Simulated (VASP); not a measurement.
# P in VASP: a series of runs, part 2 of 2

VASP 6.6.1.

### 3 Single point, PBE+D3(BJ)

Contents of INCAR:

```
ALGO = Normal
DIPOL = 0.5 0.5 0.391
EDIFF = 1E-7
ENCUT = 520
GGA = PE
IDIPOL = 3
ISIF = 2
ISMEAR = 0
IVDW = 12
LASPH = T
LCHARG = F
LDIPOL = T
LREAL = F
LWAVE = F
NBANDS = 30
NELM = 60
PREC = Accurate
SIGMA = 0.05
```

Contents of KPOINTS:

```
k-points
0
Gamma
  8 6 1
```

Contents of POSCAR:

```
P
1.0
    3.2961869271      0.0000000000      0.0000000000
    0.0000000000      4.4391555608      0.0000000000
    0.0000000000      0.0000000000     21.7461973993
P
8
Direct
    0.5000000000      0.9174951521      0.2069327302
    0.0000000000      0.5825048479      0.2069327302
    0.5000000000      0.0825048479      0.3045635326
    0.0000000000      0.4174951521      0.3045635326
    0.5000000000      0.0825048479      0.4774673249
    0.0000000000     -0.2524854563      0.4774673249
    0.5000000000     -0.7524854563      0.5750981273
    0.0000000000     -0.4174951521      0.5750981273
```

Potentials or basis: VASP PAW PBE potentials, release 64 (P).

Run with:

```console
$ cat potpaw_PBE.64/P/POTCAR > POTCAR
$ mpirun -np 1 vasp_std > vasp.out
```

OUTCAR:

```text
EDIFF = 1E-7
   ENCUT = 520
   GGA = PE
   ISIF = 2
   ISMEAR = 0
   IVDW = 12
   LASPH = T
   LREAL = F
   NELM = 60
   PREC = Accurate
 IVDW          = 12

 ion  position               nearest neighbor table
   1  0.500  0.917  0.207-   2 2.22   2 2.22   3 2.25
   2  0.000  0.583  0.207-   1 2.22   1 2.22   4 2.25
   3  0.500  0.083  0.305-   4 2.22   4 2.22   1 2.25
   4  0.000  0.417  0.305-   3 2.22   3 2.22   2 2.25
   5  0.500  0.083  0.477-   6 2.22   6 2.22   7 2.25
   6  0.000  0.748  0.477-   5 2.22   5 2.22   8 2.25
   7  0.500  0.248  0.575-   8 2.22   8 2.22   5 2.25
   8  0.000  0.583  0.575-   7 2.22   7 2.22   6 2.25

  LATTYP: Found a simple orthorhombic cell.
 ALAT       =     3.2961869271
 B/A-ratio  =     1.3467547985
 C/A-ratio  =     6.5973799060

  Lattice vectors:

 A1 = (   3.2961869271,   0.0000000000,   0.0000000000)
 A2 = (   0.0000000000,   4.4391555608,   0.0000000000)
 A3 = (   0.0000000000,   0.0000000000,  21.7461973993)

Analysis of symmetry for initial positions (statically):
=====================================================================
 Subroutine PRICEL returns:
 Original cell was already a primitive cell.

 Routine SETGRP: Setting up the symmetry group for a
 simple orthorhombic supercell.

 Subroutine GETGRP returns: Found  4 space group operations
 (whereof  2 operations were pure point group operations)
 out of a pool of  8 trial point group operations.

The static configuration has the point symmetry C_1h.
 The point group associated with its full space group is C_2h.

Analysis of symmetry for dynamics (positions and initial velocities):
=====================================================================
 Subroutine PRICEL returns:
 Original cell was already a primitive cell.

 Routine SETGRP: Setting up the symmetry group for a
 simple orthorhombic supercell.

 Subroutine GETGRP returns: Found  4 space group operations
[... 142 lines left out ...]
 non-spin polarized calculation
 Gauss-broadening in eV      SIGMA  =   0.05
  energy-cutoff  :      520.00
  volume of cell :      318.20
 maximum number of plane-waves:      8606
 NGX is ok and might be reduce to    28
   NGX = 13   NGY = 17   NGZ = 81

 dipolmoment           0.000000      0.000000      0.000078 electrons x Angstroem

 number of electron      39.9999999 magnetization

 dipolmoment           0.000000      0.000000     -0.000001 electrons x Angstroem

 Free energy of the ion-electron system (eV)
  ---------------------------------------------------
  ext. energy  EPLUGINS =         0.00000000
  ---------------------------------------------------
  free energy    TOTEN  =       -42.92603370 eV

  energy without entropy =      -42.92603370  energy(sigma->0) =      -42.92603370

 E-fermi :   0.6691     XC(G=0):  -5.3137

 val. band max:        0.4193224379   @ k =   0.0000   0.0000   0.0000
 cond. band min:       0.8963446449   @ k =   0.0000   0.0000   0.0000
 fundamental gap:      0.4770222070
 Fermi energy:         0.6690520234

 k-point     1 :       0.0000    0.0000    0.0000
  band No.  band energies     occupation
      1     -14.8363      2.00000
      2     -14.8021      2.00000
      3     -12.2555      2.00000
      4     -12.1617      2.00000
      5      -8.7002      2.00000
      6      -8.6858      2.00000
[... 649 lines left out ...]
     29       5.7799      0.00000
     30       5.8040      0.00000

------------------------ aborting loop because EDIFF is reached ----------------------------------------

 vacuum level on the upper side and lower side of the slab       (xc-potential included)        -0.097        -0.098

 Edisp (eV)   -2.27096

 E8    (eV) :    -0.8887

  FORCE on cell =-STRESS in cart. coord.  units (eV):
  Direction    XX          YY          ZZ          XY          YZ          ZX
  --------------------------------------------------------------------------------------
  -------------------------------------------------------------------------------------
  Total      -0.60237    -0.70499    -1.14705     0.00000     0.14359     0.00000
  in kB      -3.03306    -3.54975    -5.77559     0.00000     0.72301     0.00000
  external pressure =       -4.12 kB  Pullay stress =        0.00 kB

 VOLUME and BASIS-vectors are now :
 -----------------------------------------------------------------------------
  energy-cutoff  :      520.00
  volume of cell :      318.20
      direct lattice vectors                 reciprocal lattice vectors
     3.296186927  0.000000000  0.000000000     0.303380853  0.000000000  0.000000000
     0.000000000  4.439155561  0.000000000     0.000000000  0.225268069  0.000000000
     0.000000000  0.000000000 21.746197399     0.000000000  0.000000000  0.045985051

 POSITION                                       TOTAL-FORCE (eV/Angst)
 -----------------------------------------------------------------------------------
      1.64809      4.07290      4.50000         0.000000     -0.049606      0.043361
      0.00000      2.58583      4.50000         0.000000      0.029182      0.026038
      1.64809      0.36625      6.62310         0.000000      0.005999      0.068802
      0.00000      1.85333      6.62310         0.000000     -0.000869      0.074459
      1.64809      0.36625     10.38310         0.000000     -0.005999     -0.068802
      0.00000      3.31833     10.38310         0.000000      0.000869     -0.074459
      1.64809      1.09876     12.50620         0.000000      0.049606     -0.043361
      0.00000      2.58583     12.50620         0.000000     -0.029182     -0.026038
 -----------------------------------------------------------------------------------
    total drift:                               -0.000000     -0.000006      0.000011

  FREE ENERGIE OF THE ION-ELECTRON SYSTEM (eV)
  ---------------------------------------------------
  free  energy   TOTEN  =       -45.1969913395 eV

  energy  without entropy=      -45.1969913395  energy(sigma->0) =      -45.19699134

 vacuum level on the upper side and lower side of the slab         5.191         5.191
```

OSZICAR:

```text
N       E                     dE             d eps       ncg     rms          rms(c)
DAV:   1     0.229294026234E+03    0.22929E+03   -0.14741E+04  1200   0.104E+03
DAV:   2    -0.184233552758E+02   -0.24772E+03   -0.23966E+03  1668   0.188E+02
DAV:   3    -0.425111933131E+02   -0.24088E+02   -0.23787E+02  1438   0.619E+01
[... 14 lines left out ...]
DAV:  18    -0.429260199117E+02   -0.47871E-04   -0.25352E-06  1388   0.490E-03    0.325E-03
DAV:  19    -0.429260292237E+02   -0.93120E-05   -0.57598E-07  1318   0.230E-03    0.351E-03
DAV:  20    -0.429260326037E+02   -0.33800E-05   -0.12362E-07  1178   0.112E-03    0.135E-03
DAV:  21    -0.429260334591E+02   -0.85546E-06   -0.32453E-08  1072   0.643E-04    0.194E-04
DAV:  22    -0.429260336019E+02   -0.14279E-06   -0.61397E-09  1028   0.331E-04    0.146E-04
DAV:  23    -0.429260336971E+02   -0.95157E-07   -0.27983E-09   960   0.213E-04
   1 F= -.45196991E+02 E0= -.45196991E+02  d E =-.631716E-12
```

stdout:

```text
POSCAR found type information on POSCAR P
 POSCAR found :  1 types and       8 ions
 scaLAPACK will be used
 LDA part: xc-table for (Slater+PW92), standard interpolation
 POSCAR, INCAR and KPOINTS ok, starting setup
 FFT: planning ... GRIDC
 FFT: planning ... GRID_SOFT
 FFT: planning ... GRID
 WAVECAR not read
 entering main loop
```

Run time: 5.1 min. Hardware: 1 thread of Intel Xeon Platinum 8259CL at 2.50GHz (Skylake/Cascade Lake), shared host; peak memory 0.44 GiB.

What came out:

| Quantity | Value |
| --- | --- |
| Free energy | -45.1970 eV |
| Largest force | 0.074 eV/Å |
| Band gap on the k mesh | 0.48 eV |
| Dispersion energy per atom | -0.284 eV |

Forces in eV/Å, atoms in the order of the input:
```
P    0.000 -0.050  0.043
P    0.000  0.029  0.026
P    0.000  0.006  0.069
P    0.000 -0.001  0.074
P    0.000 -0.006 -0.069
P    0.000  0.001 -0.074
P    0.000  0.050 -0.043
P    0.000 -0.029 -0.026
```

Levels at points of the mesh, in eV from the valence-band top:
| k point | band 18 | band 19 | band 20 | band 21 | band 22 | band 23 |
| --- | --- | --- | --- | --- | --- | --- |
| (0.00, 0.00, 0.00) | -1.78 | -0.25 | 0.00 | 0.48 | 1.06 | 1.44 |
| (0.50, 0.00, 0.00) | -2.26 | -1.98 | -1.91 | 1.10 | 1.12 | 1.28 |
| (0.00, 0.50, 0.00) | -1.14 | -1.10 | -1.03 | 1.91 | 2.00 | 2.03 |
| (0.50, 0.50, 0.00) | -1.61 | -1.22 | -1.19 | 2.02 | 2.29 | 2.37 |

### 4 Single point, PBE+D3(BJ)

Contents of INCAR:

```
PREC = Accurate
ENCUT = 520
EDIFF = 1E-7
ISMEAR = 0
SIGMA = 0.05
LREAL = F
LASPH = T
NELM = 60
ALGO = Normal
ISIF = 2
LWAVE = F
LCHARG = T
LDIPOL = T
IDIPOL = 3
DIPOL = 0.5 0.5 0.414
GGA = PE
IVDW = 12
LELF = T
LVHAR = T
LVACPOTAV = T
NBANDS = 30
```

Contents of KPOINTS:

```
regular mesh
0
Gamma
  8 6 1
```

Contents of POSCAR:

```
P
1.0
    3.2961869271      0.0000000000      0.0000000000
    0.0000000000      4.4391555608      0.0000000000
    0.0000000000      0.0000000000     21.7461973993
P
8
Direct
    0.5000000000      0.9174951521      0.2069327302
    0.0000000000      0.5825048479      0.2069327302
    0.5000000000      0.0825048479      0.3045635326
    0.0000000000      0.4174951521      0.3045635326
    0.5000000000      0.0825048479      0.5234523761
    0.0000000000     -0.2524854563      0.5234523761
    0.5000000000     -0.7524854563      0.6210831784
    0.0000000000     -0.4174951521      0.6210831784
```

Run with:

```console
$ cat potpaw_PBE.64/P/POTCAR > POTCAR
$ mpirun -np 1 vasp_std > vasp.out
```

Wall time 5.2 min (1 thread of Intel Xeon Platinum 8259CL at 2.50GHz (Skylake/Cascade Lake), shared host); peak memory 0.44 GiB.

The run converged. Its results:

```yaml
Free_energy: -45.0272 eV
Largest_force: 0.065 eV/Å
Band_gap_on_the_k_mesh: 0.58 eV
Dispersion_energy_per_atom: -0.265 eV
```

Forces in eV/Å, atoms in the order of the input:
```
P    0.000 -0.031  0.057
P    0.000  0.027  0.050
P    0.000  0.030  0.006
P    0.000 -0.024  0.002
P    0.000 -0.030 -0.006
P    0.000  0.024 -0.002
P    0.000  0.031 -0.057
P    0.000 -0.027 -0.050
```

Levels at points of the mesh, in eV from the valence-band top:
```csv
k point,band 18,band 19,band 20,band 21,band 22,band 23
"(0.00, 0.00, 0.00)",-1.78,-0.05,0.00,0.58,0.91,1.55
"(0.50, 0.00, 0.00)",-2.09,-2.02,-2.01,1.26,1.26,1.31
"(0.00, 0.50, 0.00)",-1.06,-1.05,-1.02,2.06,2.08,2.10
"(0.50, 0.50, 0.00)",-1.38,-1.29,-1.28,2.31,2.38,2.42
```

### 5 Overview

```tsv
cell	gap on the mesh (eV)	largest force (eV/Å)
as given, atomic positions A	0.49	0.10
as given, atomic positions B	0.48	0.07
as given, atomic positions C	0.58	0.06
```

Alike in all rows: task single point; level PBE+D3(BJ); potentials or basis VASP PAW PBE potentials, release 64 (P); no spin polarisation; k mesh 8 × 6 × 1; cutoff (eV) 520; smearing gaussian 0.05 eV.

Total energies depend on the potentials used, so only differences within one code and one set of settings carry meaning.
